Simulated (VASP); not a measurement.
# Pt4Au (Pt (110), 5 layers) in VASP: single point with PBEsol

Aim: the single point of Pt4Au (Pt (110), 5 layers) with PBEsol.

Program: VASP 6.6.1. These are calculated values, not measurements. Logs are shortened: lines on timing, memory, paths and dates and some standing lists are left out, and cuts for length are marked.

## (1) The cell of the first run

The cell holds a slab with vacuum, 5 atoms: a = 2.772 Å, b = 3.920 Å, c = 21.543 Å, α = 90.00°, β = 90.00°, γ = 90.00°.

## (2) Single point, PBEsol

INCAR

```
PREC = Accurate
ENCUT = 520
EDIFF = 1E-7
ISMEAR = -1
SIGMA = 0.1
LREAL = False
LASPH = True
NELM = 60
ALGO = Normal
ISIF = 2
LWAVE = False
LCHARG = True
LDIPOL = True
IDIPOL = 3
DIPOL = 0.5 0.5 0.500
GGA = PS
LELF = True
LVHAR = True
LVACPOTAV = True
NBANDS = 34
```

KPOINTS

```
Automatic mesh
0
Gamma
  12 9 1
```

POSCAR

```
Pt4Au
1.0
    2.7716650196      0.0000000000      0.0000000000
    0.0000000000      3.9197262610      0.0000000000
    0.0000000000      0.0000000000     21.5433000000
Au Pt
1 4
Direct
    0.0000000000      0.0000000000      0.3775261929
    0.5000000000      0.5000000000      0.4317546603
    0.0000000000      0.0000000000      0.5000000018
    0.5000000000      0.5000000000      0.5682453384
    0.0000000000      0.0000000000      0.6224738066
```

Potentials or basis: VASP PAW PBE potentials, release 64 (Au, Pt).

Run with:

```console
$ cat potpaw_PBE.64/Au/POTCAR potpaw_PBE.64/Pt/POTCAR > POTCAR
$ mpirun -np 1 vasp_std > vasp.out
```

OUTCAR:

```text
PREC = Accurate
   ENCUT = 520
   EDIFF = 1E-7
   ISMEAR = -1
   LREAL = False
   LASPH = True
   NELM = 60
   ISIF = 2
   GGA = PS

 ion  position               nearest neighbor table
   1  0.000  0.000  0.378-   3 2.64   2 2.67   2 2.67   2 2.67   2 2.67
   2  0.500  0.500  0.432-   1 2.67   1 2.67   1 2.67   1 2.67   3 2.81   3 2.81   3 2.81   3 2.81
                             4 2.94
   3  0.000  0.000  0.500-   5 2.64   1 2.64   4 2.81   4 2.81   4 2.81   4 2.81   2 2.81   2 2.81
                             2 2.81   2 2.81
   4  0.500  0.500  0.568-   5 2.67   5 2.67   5 2.67   5 2.67   3 2.81   3 2.81   3 2.81   3 2.81
                             2 2.94
   5  0.000  0.000  0.622-   3 2.64   4 2.67   4 2.67   4 2.67   4 2.67

  LATTYP: Found a simple orthorhombic cell.
 ALAT       =     2.7716650196
 B/A-ratio  =     1.4142135623
 C/A-ratio  =     7.7726925323

  Lattice vectors:

 A1 = (   2.7716650196,   0.0000000000,   0.0000000000)
 A2 = (   0.0000000000,   3.9197262610,   0.0000000000)
 A3 = (   0.0000000000,   0.0000000000,  21.5433000000)

Analysis of symmetry for initial positions (statically):
=====================================================================
 Subroutine PRICEL returns:
 Original cell was already a primitive cell.

 Routine SETGRP: Setting up the symmetry group for a
 simple orthorhombic supercell.

 Subroutine GETGRP returns: Found  4 space group operations
 (whereof  4 operations were pure point group operations)
 out of a pool of  8 trial point group operations.

The static configuration has the point symmetry C_2v.

Analysis of symmetry for dynamics (positions and initial velocities):
=====================================================================
 Subroutine PRICEL returns:
 Original cell was already a primitive cell.

 Routine SETGRP: Setting up the symmetry group for a
 simple orthorhombic supercell.

 Subroutine GETGRP returns: Found  4 space group operations
 (whereof  4 operations were pure point group operations)
 out of a pool of  8 trial point group operations.

The dynamic configuration has the point symmetry C_2v.

 Subroutine INISYM returns: Found  4 space group operations
 (whereof  4 operations are pure point group operations),
 and found     1 'primitive' translations

----------------------------------------------------------------------------------------

                                     Primitive cell

  volume of cell :     234.0500

  direct lattice vectors                    reciprocal lattice vectors
     2.771665020  0.000000000  0.000000000     0.360793961  0.000000000  0.000000000
     0.000000000  3.919726261  0.000000000     0.000000000  0.255119856  0.000000000
     0.000000000  0.000000000 21.543300000     0.000000000  0.000000000  0.046418144

  length of vectors
     2.771665020  3.919726261 21.543300000     0.360793961  0.255119856  0.046418144

  position of ions in fractional coordinates (direct lattice)
     0.000000000  0.000000000  0.377526193
     0.500000000  0.500000000  0.431754660
     0.000000000  0.000000000  0.500000002
     0.500000000  0.500000000  0.568245338
     0.000000000  0.000000000  0.622473807

  ion indices of the primitive-cell ions
   primitive index   ion index
                 1           1
                 2           2
                 3           3
                 4           4
                 5           5

----------------------------------------------------------------------------------------

 KPOINTS: Automatic mesh

Automatic generation of k-mesh.
 Grid dimensions read from file:
 generate k-points for:   12    9    1

 Generating k-lattice:

  Cartesian coordinates                     Fractional coordinates (reciprocal lattice)
     0.030066163  0.000000000  0.000000000     0.083333333  0.000000000  0.000000000
     0.000000000  0.028346651  0.000000000     0.000000000  0.111111111  0.000000000
     0.000000000  0.000000000  0.046418144     0.000000000  0.000000000  1.000000000

  Length of vectors
     0.030066163  0.028346651  0.046418144

  Shift w.r.t. Gamma in fractional coordinates (k-lattice)
     0.000000000  0.000000000  0.000000000

 Subroutine IBZKPT returns following result:
 ===========================================

 Found     35 irreducible k-points:

 Following reciprocal coordinates:
            Coordinates               Weight
  0.000000  0.000000  0.000000      1.000000
  0.083333  0.000000  0.000000      2.000000
  0.166667  0.000000  0.000000      2.000000
  0.250000  0.000000  0.000000      2.000000
  0.333333  0.000000  0.000000      2.000000
  0.416667  0.000000  0.000000      2.000000
[... 16 lines left out ...]
  0.083333  0.333333  0.000000      4.000000
  0.166667  0.333333  0.000000      4.000000
 [... further k-points ...]
   k-points           NKPTS =     35   k-points in BZ     NKDIM =     35   number of bands    NBANDS=     34
   number of dos      NEDOS =    301   number of ions     NIONS =      5
   total plane-waves  NPLWV = 115200
   dimension x,y,z NGX =    24 NGY =   30 NGZ =  160
   dimension x,y,z NGXF=    48 NGYF=   60 NGZF=  320
   ions per type =               1   4
   NGX,Y,Z   is equivalent  to a cutoff of  14.40, 12.72, 12.35 a.u.
   NGXF,Y,Z  is equivalent  to a cutoff of  28.79, 25.45, 24.69 a.u.
 SYSTEM =  unknown system
   PREC   = accura    normal or accurate (medium, high low for compatibility)
   ISTART =      0    job   : 0-new  1-cont  2-samecut
   ICHARG =      2    charge: 1-file 2-atom 10-const
   ISPIN  =      1    spin polarized calculation?
   LNONCOLLINEAR =      F non collinear calculations
   LSORBIT =      F    spin-orbit coupling
   LASPH  =      T    aspherical Exc in radial PAW
   ENCUT  =  520.0 eV  38.22 Ry    6.18 a.u.   5.15  7.29 40.06*2*pi/ulx,y,z
   NELM   =     60;   NELMIN=  2; NELMDL= -5     # of ELM steps
   EDIFF  = 0.1E-06   stopping-criterion for ELM
   LREAL  =      F    real-space projection
   EDIFFG = 0.1E-05   stopping-criterion for IOM
   NSW    =      0    number of steps for IOM
   IBRION =     -1    ionic relax: 0-MD 1-quasi-New 2-CG
   NFREE  =      0    steps in history (QN), initial steepest desc. (CG)
   ISIF   =      2    stress and relaxation
   ISYM   =      2    0-nonsym 1-usesym 2-fastsym
   POTIM  = 0.5000    time-step for ionic-motion
   TEBEG  =    0.0;   TEEND  =   0.0 temperature during run
   PSTRESS=    0.0 pullay stress
   NELECT =      51.0000    total number of electrons
   NUPDOWN=      -1.0000    fix difference up-down
   EMIN   =  10.00;   EMAX   =-10.00  energy-range for DOS
   EFERMI =   0.00;   METHOD = LEGACY
   ISMEAR =    -1;   SIGMA  =   0.10  broadening in eV -4-tet -1-fermi 0-gaus
   EFERMI_NEDOS =   21; number of points for ismear=-14 and -15
   IALGO  =     38    algorithm
   IMIX   =      4    mixing-type and parameters
     AMIX     =   0.40;   BMIX     =  1.00
     AMIX_MAG =   1.60;   BMIX_MAG =  1.00
  volume/ion in A,a.u.               =      46.81       315.89
  Fermi-wavevector in a.u.,A,eV,Ry     =   0.985134  1.861633 13.204305  0.970489
  Thomas-Fermi vector in A             =   2.116419
   LORBIT       =      0    0 simple, 1 ext, 2 COOP (PROOUT), +10 PAW based schemes
   GGA     = PS    functional components
   LHFCALC =     F    Hartree Fock is set to
   AEXX    =    0.0000 exact exchange contribution
   IVDW    =     0    specifies the selected vdW correction
   LEPSILON=     F    determine dielectric tensor
   LRPA    =     F    only Hartree local field effects (RPA)
 non-spin polarized calculation
  energy-cutoff  :      520.00
  volume of cell :      234.05
 maximum number of plane-waves:      6364
 NGX is ok and might be reduce to    24
   NGX = 11   NGY = 15   NGZ = 81

 dipolmoment           0.000000      0.000000     -0.016553 electrons x Angstroem

 number of electron      50.9999997 magnetization

 dipolmoment           0.000000      0.000000      0.010651 electrons x Angstroem

 Free energy of the ion-electron system (eV)
  ---------------------------------------------------
  ext. energy  EPLUGINS =         0.00000000
  ---------------------------------------------------
  free energy    TOTEN  =       -29.09606860 eV

  energy without entropy =      -28.84374082  energy(sigma->0) =      -28.96990471

 E-fermi :  -0.0480     XC(G=0):  -5.2362

 val. band max:       -0.0504081100   @ k =   0.0833   0.2222   0.0000
 cond. band min:      -0.0454498326   @ k =   0.2500   0.1111   0.0000
 fundamental gap:      0.0049582774
 Fermi energy:        -0.0479804700

 k-point     1 :       0.0000    0.0000    0.0000
  band No.  band energies     occupation
      1      -9.5326      2.00000
      2      -7.8245      2.00000
      3      -6.7832      2.00000
      4      -6.2496      2.00000
      5      -6.0878      2.00000
      6      -5.6084      2.00000
[... 26 lines left out ...]
     33       5.5240      0.00000
     34       6.7625      0.00000

 k-point     2 :       0.0833    0.0000    0.0000
  band No.  band energies     occupation
      1      -9.3513      2.00000
      2      -7.6623      2.00000
      3      -6.6132      2.00000
      4      -6.0730      2.00000
      5      -5.9899      2.00000
      6      -5.4430      2.00000
[... 26 lines left out ...]
     33       5.6624      0.00000
     34       6.9907      0.00000

 k-point     3 :       0.1667    0.0000    0.0000
  band No.  band energies     occupation
      1      -8.8370      2.00000
      2      -7.2609      2.00000
      3      -6.1792      2.00000
      4      -5.7618      2.00000
      5      -5.6081      2.00000
      6      -5.3546      2.00000
[... 26 lines left out ...]
     33       6.0624      0.00000
     34       7.2616      0.00000

 k-point     4 :       0.2500    0.0000    0.0000
  band No.  band energies     occupation
      1      -8.0838      2.00000
      2      -6.9081      2.00000
      3      -5.8034      2.00000
      4      -5.7483      2.00000
      5      -5.4904      2.00000
      6      -5.2958      2.00000
[... 26 lines left out ...]
     33       6.7871      0.00000
     34       7.1850      0.00000

 k-point     5 :       0.3333    0.0000    0.0000
  band No.  band energies     occupation
      1      -7.2695      2.00000
      2      -6.8538      2.00000
      3      -6.1762      2.00000
      4      -5.8223      2.00000
      5      -5.6453      2.00000
      6      -5.3505      2.00000
[... 621 lines left out ...]
 k-point    22 :       0.0000    0.3333    0.0000
  band No.  band energies     occupation
      1      -8.2916      2.00000
      2      -7.4383      2.00000
      3      -6.6118      2.00000
      4      -6.5659      2.00000
      5      -6.1533      2.00000
      6      -5.5647      2.00000
[... 26 lines left out ...]
     33       5.9156      0.00000
     34       6.3773      0.00000

 k-point    23 :       0.0833    0.3333    0.0000
  band No.  band energies     occupation
      1      -8.1308      2.00000
      2      -7.2621      2.00000
      3      -6.4181      2.00000
      4      -6.3668      2.00000
      5      -5.9674      2.00000
      6      -5.5134      2.00000
[... 26 lines left out ...]
     33       6.0285      0.00000
     34       6.5228      0.00000

 k-point    24 :       0.1667    0.3333    0.0000
  band No.  band energies     occupation
      1      -7.7130      2.00000
      2      -6.7960      2.00000
      3      -5.9244      2.00000
      4      -5.8352      2.00000
      5      -5.5532      2.00000
      6      -5.3134      2.00000
[... 26 lines left out ...]
     33       6.3683      0.00000
     34       6.9575      0.00000

 [... further k-points ...]
[... 5 lines left out ...]
  --------------------------------------------------------------------------------------
  -------------------------------------------------------------------------------------
  Total       -2.8007024      0.7933360      3.1983095      0.0000000      0.0000000      0.0000000
  in kB      -19.1720628      5.4307404     21.8938614      0.0000000      0.0000000      0.0000000
  external PRESSURE =       2.7175130 kB  Pullay stress =       0.0000000 kB

 VOLUME and BASIS-vectors are now :
 -----------------------------------------------------------------------------
  energy-cutoff  :      520.00
  volume of cell :      234.05
      direct lattice vectors                 reciprocal lattice vectors
     2.771665020  0.000000000  0.000000000     0.360793961  0.000000000  0.000000000
     0.000000000  3.919726261  0.000000000     0.000000000  0.255119856  0.000000000
     0.000000000  0.000000000 21.543300000     0.000000000  0.000000000  0.046418144

 POSITION                                       TOTAL-FORCE (eV/Angst)
 -----------------------------------------------------------------------------------
      0.00000      0.00000      8.13316         0.000000      0.000000     -1.531712
      1.38583      1.95986      9.30142         0.000000      0.000000      0.853681
      0.00000      0.00000     10.77165         0.000000      0.000000      0.529636
      1.38583      1.95986     12.24188         0.000000      0.000000     -0.069615
      0.00000      0.00000     13.41014         0.000000      0.000000      0.218011
 -----------------------------------------------------------------------------------
    total drift:                                0.000000     -0.000000      0.000045

  FREE ENERGIE OF THE ION-ELECTRON SYSTEM (eV)
  ---------------------------------------------------
  free  energy   TOTEN  =       -29.0960686010 eV

  energy  without entropy=      -28.8437408214  energy(sigma->0) =      -28.96990471

 vacuum level on the upper side and lower side of the slab         5.305         5.127
```

It took 5.5 min on 1 thread of Intel Xeon 6975P-C (Granite Rapids), shared host; peak memory 0.47 GiB.

What came out:

* Free energy: -29.0961 eV
* Largest force: 1.532 eV/Å

Forces in eV/Å, atoms in the order of the input:
```
Au   0.000  0.000 -1.532
Pt   0.000  0.000  0.854
Pt   0.000  0.000  0.530
Pt   0.000  0.000 -0.070
Pt   0.000  0.000  0.218
```

Levels at points of the mesh, in eV from the Fermi level:
```
           k point  band 22  band 23  band 24  band 25  band 26  band 27  band 28  band 29  band 30  band 31
(0.00, 0.00, 0.00)    -1.47    -1.23    -0.77    -0.30    -0.20    -0.11     0.47     1.77     3.33     4.65
(0.50, 0.00, 0.00)    -0.16    -0.06     0.01     0.48     1.54     2.02     2.28     2.32     2.52     5.06
```

Caveat: the PAW data sets were made with another functional, which shifts forces and pressure a little; spin-orbit coupling is left out, which moves the levels of the heavy elements.
